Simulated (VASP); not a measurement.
# AlN (P6_3mc) in VASP: notebook

Runs on AlN. Level: PBE. Tasks: single point.

Program: VASP 6.6.1. These are calculated values, not measurements. Logs are shortened: lines on timing, memory, paths and dates and some standing lists are left out, and cuts for length are marked.

**Measured values to compare with.**

From “Structural and optical properties of self-assembled AlN nanowires grown on SiO2/Si substrates by molecular beam epitaxy”, 2024, arxiv:2402.00216, for a bulk crystal of AlN at 0 K: band gap 6.0343 eV (an exciton energy, a little under the gap).

The runs below are set against these values where they give the same quantity.

## 1. The cell of the first run

It takes space group P6_3mc (No. 186, hexagonal). The conventional cell has a = 3.092 Å, b = 3.092 Å, c = 4.948 Å, α = 90.00°, β = 90.00°, γ = 120.00°. Within 2.5 Å of Al (site symmetry 3m) lie 4 N at 1.88 Å. N (site symmetry 3m) has 4 Al at 1.88 Å within 2.5 Å.

## 2. Single point, PBE

Input file INCAR:

```
SYSTEM = AlN
PREC     = Accurate       ! precision mode
ENCUT    = 520            ! plane-wave cutoff, eV
EDIFF    = 1E-7           ! SCF threshold, eV
ISMEAR   = 0              ! smearing method
SIGMA    = 0.01           ! smearing width, eV
LREAL    = .FALSE.        ! projectors in reciprocal space
LASPH    = .TRUE.         ! aspherical terms in the spheres
NELM     = 100            ! most SCF steps
ALGO     = Normal         ! electronic algorithm
ISIF     = 2              ! what is computed and relaxed
LWAVE    = .FALSE.        ! write WAVECAR
LCHARG   = .TRUE.         ! write CHGCAR
GGA      = PE             ! functional
LELF     = .TRUE.         ! ELF
LVHAR    = .TRUE.       
NBANDS   = 16             ! bands
```

Input file KPOINTS:

```
regular mesh
0
G
  7 7 4
  0 0 0
```

Input file POSCAR:

```
AlN
1.0
    3.0921067530      0.0000000000      0.0000000000
   -1.5460533765      2.6778429179      0.0000000000
    0.0000000000      0.0000000000      4.9475694625
Al N
2 2
Direct
    0.3333333333      0.6666666667      0.0000000000
    0.6666666667      0.3333333333      0.5000000000
    0.3333333333      0.6666666667      0.3800000000
    0.6666666667      0.3333333333      0.8800000000
```

Potentials or basis: VASP PAW PBE potentials, release 64 (Al, N).

On the command line:

```bash
$ cat potpaw_PBE.64/Al/POTCAR potpaw_PBE.64/N/POTCAR > POTCAR
$ mpirun -np 1 vasp_std > vasp.out
```

OUTCAR:

```text
SYSTEM = AlN
   PREC = Accurate
   ENCUT = 520
   EDIFF = 1E-7
   ISMEAR = 0
   LREAL = .FALSE.
   LASPH = .TRUE.
   NELM = 100
   ISIF = 2
   GGA = PE

 ion  position               nearest neighbor table
   1  0.333  0.667  0.000-   3 1.88   4 1.88   4 1.88   4 1.88   2 3.05   2 3.05   2 3.05   2 3.05
                             2 3.05   2 3.05
   2  0.667  0.333  0.500-   4 1.88   3 1.88   3 1.88   3 1.88   1 3.05   1 3.05   1 3.05   1 3.05
                             1 3.05   1 3.05
   3  0.333  0.667  0.380-   1 1.88   2 1.88   2 1.88   2 1.88
   4  0.667  0.333  0.880-   2 1.88   1 1.88   1 1.88   1 1.88

  LATTYP: Found a hexagonal cell.
 ALAT       =     3.0921067530
 C/A-ratio  =     1.6000642467

  Lattice vectors:

 A1 = (   3.0921067530,   0.0000000000,   0.0000000000)
 A2 = (  -1.5460533765,   2.6778429179,   0.0000000000)
 A3 = (   0.0000000000,   0.0000000000,   4.9475694625)

Analysis of symmetry for initial positions (statically):
=====================================================================
 Subroutine PRICEL returns:
 Original cell was already a primitive cell.

 Routine SETGRP: Setting up the symmetry group for a
 hexagonal supercell.

 Subroutine GETGRP returns: Found 12 space group operations
 (whereof  6 operations were pure point group operations)
 out of a pool of 24 trial point group operations.

The static configuration has the point symmetry C_3v.
 The point group associated with its full space group is C_6v.

Analysis of symmetry for dynamics (positions and initial velocities):
=====================================================================
 Subroutine PRICEL returns:
 Original cell was already a primitive cell.

 Routine SETGRP: Setting up the symmetry group for a
 hexagonal supercell.

 Subroutine GETGRP returns: Found 12 space group operations
 (whereof  6 operations were pure point group operations)
 out of a pool of 24 trial point group operations.

The dynamic configuration has the point symmetry C_3v.
 The point group associated with its full space group is C_6v.

 Subroutine INISYM returns: Found 12 space group operations
 (whereof  6 operations are pure point group operations),
 and found     1 'primitive' translations

----------------------------------------------------------------------------------------

                                     Primitive cell

  volume of cell :      40.9667

  direct lattice vectors                    reciprocal lattice vectors
     3.092106753  0.000000000  0.000000000     0.323404099  0.186717450  0.000000000
    -1.546053376  2.677842918  0.000000000     0.000000000  0.373434899  0.000000000
     0.000000000  0.000000000  4.947569462     0.000000000  0.000000000  0.202119446

  length of vectors
     3.092106753  3.092106682  4.947569462     0.373434891  0.373434899  0.202119446

  position of ions in fractional coordinates (direct lattice)
     0.333333333  0.666666667  0.000000000
     0.666666667  0.333333333  0.500000000
     0.333333333  0.666666667  0.380000000
     0.666666667  0.333333333  0.880000000

  ion indices of the primitive-cell ions
   primitive index   ion index
                 1           1
                 2           2
                 3           3
                 4           4

----------------------------------------------------------------------------------------

 KPOINTS: regular mesh

Automatic generation of k-mesh.
 Grid dimensions read from file:
 generate k-points for:    7    7    4

 Generating k-lattice:

  Cartesian coordinates                     Fractional coordinates (reciprocal lattice)
     0.046200586  0.026673921  0.000000000     0.142857143  0.000000000  0.000000000
     0.000000000  0.053347843  0.000000000     0.000000000  0.142857143  0.000000000
     0.000000000  0.000000000  0.050529862     0.000000000  0.000000000  0.250000000

  Length of vectors
     0.053347842  0.053347843  0.050529862

  Shift w.r.t. Gamma in fractional coordinates (k-lattice)
     0.000000000  0.000000000  0.000000000

[... 49 lines left out ...]
 fundamental gap:      4.4024620612
 Fermi energy:         6.3683765355

 k-point     1 :       0.0000    0.0000    0.0000
  band No.  band energies     occupation
      1      -8.9638      2.00000
      2      -6.7522      2.00000
      3       0.2537      2.00000
      4       5.4769      2.00000
      5       5.4769      2.00000
      6       6.1334      2.00000
[... 8 lines left out ...]
     15      19.6777      0.00000
     16      19.6777      0.00000

 k-point     2 :       0.1429    0.0000    0.0000
  band No.  band energies     occupation
      1      -8.7013      2.00000
      2      -6.6076      2.00000
      3       0.5652      2.00000
      4       4.3673      2.00000
      5       5.1146      2.00000
      6       5.1665      2.00000
[... 8 lines left out ...]
     15      19.1406      0.00000
     16      19.4391      0.00000

 k-point     3 :       0.2857    0.0000    0.0000
  band No.  band energies     occupation
      1      -7.9881      2.00000
      2      -6.2989      2.00000
      3       1.4457      2.00000
      4       2.3693      2.00000
      5       3.4742      2.00000
      6       4.6296      2.00000
[... 8 lines left out ...]
     15      18.6348      0.00000
     16      20.2909      0.00000

 k-point     4 :       0.4286    0.0000    0.0000
  band No.  band energies     occupation
      1      -7.1372      2.00000
      2      -6.1913      2.00000
      3       1.0113      2.00000
      4       2.3055      2.00000
      5       2.6355      2.00000
      6       4.2780      2.00000
[... 8 lines left out ...]
     15      19.1324      0.00000
     16      21.8499      0.00000
[... 324 lines left out ...]
 k-point    22 :       0.2857    0.1429    0.5000
  band No.  band energies     occupation
      1      -6.8109      2.00000
      2      -6.8109      2.00000
      3       1.4026      2.00000
      4       1.4026      2.00000
      5       4.0741      2.00000
      6       4.0741      2.00000
[... 8 lines left out ...]
     15      19.7365      0.00000
     16      19.7365      0.00000

 k-point    23 :       0.4286    0.1429    0.5000
  band No.  band energies     occupation
      1      -6.4888      2.00000
      2      -6.4888      2.00000
      3       0.8778      2.00000
      4       0.8778      2.00000
      5       3.7853      2.00000
      6       3.7853      2.00000
[... 8 lines left out ...]
     15      20.2166      0.00000
     16      20.2166      0.00000

 k-point    24 :       0.2857    0.2857    0.5000
  band No.  band energies     occupation
      1      -6.4234      2.00000
      2      -6.4234      2.00000
      3       1.3195      2.00000
      4       1.3195      2.00000
      5       2.8111      2.00000
      6       2.8111      2.00000
[... 8 lines left out ...]
     15      19.9910      0.00000
     16      19.9910      0.00000

------------------------ aborting loop because EDIFF is reached ----------------------------------------

  FORCE on cell =-STRESS in cart. coord.  units (eV):
  Direction    XX          YY          ZZ          XY          YZ          ZX
  --------------------------------------------------------------------------------------
  -------------------------------------------------------------------------------------
  Total        1.8713330      1.8713328      2.2629796      0.0000000      0.0000000      0.0000000
  in kB       73.1863643     73.1863598     88.5033569      0.0000000      0.0000000      0.0000000
  external PRESSURE =      78.2920270 kB  Pullay stress =       0.0000000 kB

 VOLUME and BASIS-vectors are now :
 -----------------------------------------------------------------------------
  energy-cutoff  :      520.00
  volume of cell :       40.97
      direct lattice vectors                 reciprocal lattice vectors
     3.092106753  0.000000000  0.000000000     0.323404099  0.186717450  0.000000000
    -1.546053376  2.677842918  0.000000000     0.000000000  0.373434899  0.000000000
     0.000000000  0.000000000  4.947569462     0.000000000  0.000000000  0.202119446

 POSITION                                       TOTAL-FORCE (eV/Angst)
 -----------------------------------------------------------------------------------
     -0.00000      1.78523      0.00000         0.000000      0.000000     -0.145129
      1.54605      0.89261      2.47378        -0.000000     -0.000000     -0.145129
     -0.00000      1.78523      1.88008         0.000000      0.000000      0.145129
      1.54605      0.89261      4.35386        -0.000000      0.000000      0.145129
 -----------------------------------------------------------------------------------
    total drift:                               -0.000000      0.000000     -0.000855

  FREE ENERGIE OF THE ION-ELECTRON SYSTEM (eV)
  ---------------------------------------------------
  free  energy   TOTEN  =       -29.7413250053 eV

  energy  without entropy=      -29.7413250053  energy(sigma->0) =      -29.74132501
```

Wall time 8.1 s (1 thread of Intel Xeon Platinum 8488C (Sapphire Rapids), shared host); peak memory 0.15 GiB.

Results:

* Free energy: -29.7413 eV
* Pressure: 7.8 GPa
* Largest force: 0.145 eV/Å
* Band gap on the k mesh: 4.40 eV, direct

Forces on the atoms (eV/Å):
```
Al   0.000  0.000 -0.145
Al   0.000  0.000 -0.145
N    0.000  0.000  0.145
N    0.000  0.000  0.145
```

## 3. Single point, PBE

This run uses another cell than the first one, of 10.45 Å³/atom, 1.020 times its volume.

Input file INCAR:

```
ALGO = Normal
EDIFF = 1E-6
ENCUT = 520
GGA = PE
ISIF = 2
ISMEAR = 0
LASPH = True
LCHARG = False
LREAL = False
LWAVE = False
NBANDS = 16
NELM = 60
PREC = Accurate
SIGMA = 0.01
```

Input file KPOINTS:

```
k-points
0
Gamma
  7 7 4
```

Input file POSCAR:

```
AlN
1.0
    3.1130000000      0.0000000000      0.0000000000
   -1.5565000000      2.6959370000      0.0000000000
    0.0000000000      0.0000000000      4.9810000000
Al N
2 2
Direct
    0.3333333333      0.6666666667      0.0000000000
    0.6666666667      0.3333333333      0.5000000000
    0.3333333333      0.6666666667      0.3800000000
    0.6666666667      0.3333333333      0.8800000000
```

Potentials or basis: VASP PAW PBE potentials, release 64 (Al, N).

On the command line:

```bash
$ cat potpaw_PBE.64/Al/POTCAR potpaw_PBE.64/N/POTCAR > POTCAR
$ mpirun -np 1 vasp_std > vasp.out
```

Run time: 7.2 s. Hardware: 1 thread of Intel Xeon Platinum 8488C (Sapphire Rapids), shared host; peak memory 0.15 GiB.

The run converged. Its results:

| Quantity | Value |
| --- | --- |
| Free energy | -29.7710 eV |
| Pressure | 3.5 GPa |
| Largest force | 0.129 eV/Å |
| Band gap on the k mesh | 4.22 eV, direct |

Forces in eV/Å, atoms in the order of the input:
```
Al   0.000  0.000 -0.129
Al   0.000  0.000 -0.129
N    0.000  0.000  0.129
N    0.000  0.000  0.129
```

Stress tensor (GPa, compression positive):
```
2.92 0.00 0.00
0.00 2.92 0.00
0.00 0.00 4.56
```

Levels at points of the mesh, in eV from the valence-band top:
```
           k point  band 4  band 5  band 6  band 7  band 8  band 9  band 10  band 11  band 12  band 13
(0.00, 0.00, 0.00)   -0.83   -0.83   -0.18   -0.18    0.00    4.22     6.66    10.61    11.17    11.17
(0.00, 0.00, 0.50)   -3.31   -0.52   -0.52   -0.52   -0.52    6.47     6.47    10.34    10.34    11.48
```

As with any semilocal functional, this PBE gap is likely too small.

## 4. Single point, PBE

This run uses another cell than the first one, of 10.66 Å³/atom, 1.041 times its volume.

Input file INCAR:

```
SYSTEM = AlN
ALGO     = Normal         ! electronic algorithm
EDIFF    = 1E-6           ! SCF threshold, eV
ENCUT    = 520            ! plane-wave cutoff, eV
GGA      = PE             ! functional
ISIF     = 2              ! what is computed and relaxed
ISMEAR   = 0              ! smearing method
LASPH    = .TRUE.         ! aspherical terms in the spheres
LCHARG   = .FALSE.        ! write CHGCAR
LREAL    = .FALSE.        ! projectors in reciprocal space
LWAVE    = .FALSE.        ! write WAVECAR
NBANDS   = 16             ! bands
NELM     = 80             ! most SCF steps
PREC     = Accurate       ! precision mode
SIGMA    = 0.01           ! smearing width, eV
```

Input file KPOINTS:

```
k-points
0
G
  7 7 4
  0 0 0
```

Input file POSCAR:

```
AlN
1.0
    3.1336164949      0.0000000000      0.0000000000
   -1.5668082474      2.7137914077      0.0000000000
    0.0000000000      0.0000000000      5.0139877163
Al N
2 2
Direct
    0.3333333333      0.6666666667      0.0000000000
    0.6666666667      0.3333333333      0.5000000000
    0.3333333333      0.6666666667      0.3800000000
    0.6666666667      0.3333333333      0.8800000000
```

On the command line:

```bash
$ cat potpaw_PBE.64/Al/POTCAR potpaw_PBE.64/N/POTCAR > POTCAR
$ mpirun -np 1 vasp_std > vasp.out
```

Wall time 7.3 s (1 thread of Intel Xeon Platinum 8488C (Sapphire Rapids), shared host); peak memory 0.15 GiB.

It converged, with:

```
Free energy            : -29.7789 eV
Pressure               : -0.5 GPa
Largest force          : 0.114 eV/Å
Band gap on the k mesh : 4.05 eV, direct
```

Forces in eV/Å, atoms in the order of the input:
```
Al   0.000  0.000 -0.114
Al   0.000  0.000 -0.114
N    0.000  0.000  0.114
N    0.000  0.000  0.114
```

Stress tensor (GPa, compression positive):
```
-1.09  0.00  0.00
 0.00 -1.09  0.00
 0.00  0.00  0.66
```

Levels at points of the mesh, in eV from the valence-band top:
```tsv
k point	band 4	band 5	band 6	band 7	band 8	band 9	band 10	band 11	band 12	band 13
(0.00, 0.00, 0.00)	-0.82	-0.82	-0.17	-0.17	0.00	4.05	6.49	10.46	11.02	11.02
(0.00, 0.00, 0.50)	-3.28	-0.51	-0.51	-0.51	-0.51	6.30	6.30	10.18	10.18	11.34
```

## 5. Single point, PBE

This run uses another cell than the first one, of 10.87 Å³/atom, 1.061 times its volume.

Input file INCAR:

```
SYSTEM = AlN
ALGO = Normal
EDIFF = 1E-6
ENCUT = 520
GGA = PE
ISIF = 2
ISMEAR = 0
LASPH = .TRUE.
LCHARG = .FALSE.
LREAL = .FALSE.
LWAVE = .FALSE.
NBANDS = 16
NELM = 60
PREC = Accurate
SIGMA = 0.01
```

KPOINTS is that of step 4.

Input file POSCAR:

```
AlN
1.0
    3.1539652241      0.0000000000      0.0000000000
   -1.5769826120      2.7314139237      0.0000000000
    0.0000000000      0.0000000000      5.0465469904
Al N
2 2
Direct
    0.3333333333      0.6666666667      0.0000000000
    0.6666666667      0.3333333333      0.5000000000
    0.3333333333      0.6666666667      0.3800000000
    0.6666666667      0.3333333333      0.8800000000
```

On the command line:

```bash
$ cat potpaw_PBE.64/Al/POTCAR potpaw_PBE.64/N/POTCAR > POTCAR
$ mpirun -np 1 vasp_std > vasp.out
```

Run time: 7.3 s. Hardware: 1 thread of Intel Xeon Platinum 8488C (Sapphire Rapids), shared host; peak memory 0.15 GiB.

It converged, with:

```
Free energy            : -29.7671 eV
Pressure               : -4.1 GPa
Largest force          : 0.101 eV/Å
Band gap on the k mesh : 3.88 eV, direct
```

Forces on the atoms (eV/Å):
```
Al   0.000  0.000 -0.101
Al   0.000  0.000 -0.101
N    0.000  0.000  0.101
N    0.000  0.000  0.101
```

Stress tensor (GPa, compression positive):
```
-4.71  0.00  0.00
 0.00 -4.71  0.00
 0.00  0.00 -2.88
```

Levels at points of the mesh, in eV from the valence-band top:
```tsv
k point	band 5	band 6	band 7	band 8	band 9	band 10	band 11	band 12
(0.00, 0.00, 0.00)	-0.81	-0.17	-0.17	0.00	3.88	6.33	10.30	10.88
(0.00, 0.00, 0.50)	-0.50	-0.50	-0.50	-0.50	6.13	6.13	10.02	10.02
```

As with any semilocal functional, this PBE gap is likely too small.

## 6. Single point, PBE

This run uses another cell than the first one, of 11.08 Å³/atom, 1.082 times its volume.

Input file INCAR:

```
ALGO     = Normal         # electronic algorithm
EDIFF    = 1E-6           # SCF threshold, eV
ENCUT    = 520            # plane-wave cutoff, eV
GGA      = PE             # functional
ISIF     = 2              # what is computed and relaxed
ISMEAR   = 0              # smearing method
LASPH    = True           # aspherical terms in the spheres
LCHARG   = False          # write CHGCAR
LREAL    = False          # projectors in reciprocal space
LWAVE    = False          # write WAVECAR
NBANDS   = 16             # bands
NELM     = 80             # most SCF steps
PREC     = Accurate       # precision mode
SIGMA    = 0.01           # smearing width, eV
```

Input file KPOINTS:

```
k-points
0
Gamma
  7 7 4
```

Input file POSCAR:

```
AlN
1.0
    3.1740547162      0.0000000000      0.0000000000
   -1.5870273581      2.7488119336      0.0000000000
    0.0000000000      0.0000000000      5.0786914685
Al N
2 2
Direct
    0.3333333333      0.6666666667      0.0000000000
    0.6666666667      0.3333333333      0.5000000000
    0.3333333333      0.6666666667      0.3800000000
    0.6666666667      0.3333333333      0.8800000000
```

Potentials or basis: VASP PAW PBE potentials, release 64 (Al, N).

On the command line:

```bash
$ cat potpaw_PBE.64/Al/POTCAR potpaw_PBE.64/N/POTCAR > POTCAR
$ mpirun -np 1 vasp_std > vasp.out
```

It took 7.4 s on 1 thread of Intel Xeon Platinum 8488C (Sapphire Rapids), shared host; peak memory 0.15 GiB.

The run converged. Its results:

| Item | Value |
| --- | --- |
| Free energy | -29.7374 eV |
| Pressure | -7.4 GPa |
| Largest force | 0.088 eV/Å |
| Band gap on the k mesh | 3.72 eV, direct |

Forces in eV/Å, atoms in the order of the input:
```
Al   0.000  0.000 -0.088
Al   0.000  0.000 -0.088
N    0.000  0.000  0.088
N    0.000  0.000  0.088
```

Stress tensor (GPa, compression positive):
```
-8.00  0.00  0.00
 0.00 -8.00  0.00
 0.00  0.00 -6.09
```

Levels at points of the mesh, in eV from the valence-band top:
| k point | band 5 | band 6 | band 7 | band 8 | band 9 | band 10 | band 11 | band 12 |
| --- | --- | --- | --- | --- | --- | --- | --- | --- |
| (0.00, 0.00, 0.00) | -0.80 | -0.17 | -0.17 | 0.00 | 3.72 | 6.17 | 10.15 | 10.74 |
| (0.00, 0.00, 0.50) | -0.49 | -0.49 | -0.49 | -0.49 | 5.97 | 5.97 | 9.87 | 9.87 |

## 7. Overview

```tsv
cell	gap on the mesh (eV)	pressure (GPa)	largest force (eV/Å)
a = 3.092, b = 3.092, c = 4.948 Å, angles 90.0, 90.0, 120.0°, 4 atoms	4.40	7.8	0.15
a = 3.113, b = 3.113, c = 4.981 Å, angles 90.0, 90.0, 120.0°, 4 atoms	4.22	3.5	0.13
a = 3.134, b = 3.134, c = 5.014 Å, angles 90.0, 90.0, 120.0°, 4 atoms	4.05	-0.5	0.11
a = 3.154, b = 3.154, c = 5.047 Å, angles 90.0, 90.0, 120.0°, 4 atoms	3.88	-4.1	0.10
a = 3.174, b = 3.174, c = 5.079 Å, angles 90.0, 90.0, 120.0°, 4 atoms	3.72	-7.4	0.09
```

Alike in all rows: task single point; level PBE; potentials or basis VASP PAW PBE potentials, release 64 (Al, N); no spin polarisation; k mesh 7 × 7 × 4; cutoff (eV) 520; smearing gaussian 0.01 eV.

Absolute energies hang on the potentials; compare differences alone.

## 8. Comparison with measurements

Step 4. A measured gap of AlN is 6.0343 eV (an exciton energy, a little under the gap; 0 K; quoted in “Structural and optical properties of self-assembled AlN nanowires grown on SiO2/Si substrates by molecular beam epitaxy”, 2024, arxiv:2402.00216); the calculated 4.05 eV misses it by -1.98 eV. 2 values of this kind are on record (6.034 to 6.0343 eV); this one was drawn at random. The value is that of PBE, without temperature or zero-point motion. Semilocal functionals fall short of measured gaps as a rule.
